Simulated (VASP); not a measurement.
A run of VASP 6.6.1 is set up as follows.

File INCAR:

```
PREC = Accurate
ENCUT = 520
EDIFF = 1E-7
ISMEAR = 0
SIGMA = 0.15
LREAL = F
LASPH = T
NELM = 60
ALGO = Normal
ISIF = 2
LWAVE = F
LCHARG = F
GGA = PE
NBANDS = 12
```

KPOINTS

```
Automatic mesh
0
Gamma
  22 22 22
```

Contents of POSCAR:

```
Cu
1.0
    0.0000000000      1.7532750000      1.7532750000
    1.7532750000      0.0000000000      1.7532750000
    1.7532750000      1.7532750000      0.0000000000
Cu
1
Direct
    0.0000000000      0.0000000000      0.0000000000
```

Potentials or basis: VASP PAW PBE potentials, release 64 (Cu).

Run with:

```sh
$ cat potpaw_PBE.64/Cu/POTCAR > POTCAR
$ mpirun -np 1 vasp_std > vasp.out
```

Q: Predict the pressure.

A: 19.5 GPa.

Q: Predict the band gap on the k mesh.

A: Zero (an odd number of electrons rules out a gap without spin polarisation).

Caveat: the cell differs from its parent crystal (strain -0.030 along x and y, -0.030 along z); the cell stands under pressure.
